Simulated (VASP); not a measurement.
GaN, 2 atoms in the cell. Symmetry: Cm, No. 8, monoclinic system. The conventional cell has a = 5.520 Å, b = 3.187 Å, c = 3.187 Å, α = 90.00°, β = 125.26°, γ = 90.00°. Within 2.5 Å of Ga (site symmetry m) lie 4 N at 1.92 to 1.98 Å. Within 2.5 Å of N (site symmetry m) lie 4 Ga at 1.92 to 1.98 Å.  This cell differs from its parent crystal: all N atoms moved +0.037 Å, as atom 2 along Cartesian [1 -1 0].

| Item | Value |
| --- | --- |
| Program | VASP 6.6.1 |
| Task | single point |
| Functional | PBE |
| Potentials or basis | VASP PAW PBE potentials, release 64 (Ga_d, N) |
| Cutoff | 520 eV |
| k mesh | 10 × 10 × 10 |
| Occupations | gaussian, width 0.05 eV |
| Spin | no spin polarisation |
| Dipole correction | no |
| Further INCAR settings | ALGO = Normal; EDIFF = 1e-06; NBANDS = 16 |

Potentials or basis: VASP PAW PBE potentials, release 64 (Ga_d, N).

Launch:

```sh
$ cat potpaw_PBE.64/Ga_d/POTCAR potpaw_PBE.64/N/POTCAR > POTCAR
$ mpirun -np 1 vasp_std > vasp.out
```

Hardware: 1 thread of AMD EPYC 7R13 Processor (Zen 3), with other jobs on the host.

**Question.** Estimate the wall time of this run.

**Answer.** Run time: 66 s on 1 thread of AMD EPYC 7R13 Processor (Zen 3), on a shared host, peak memory 0.19 GiB. Counts: scf iterations 13, k points 282.
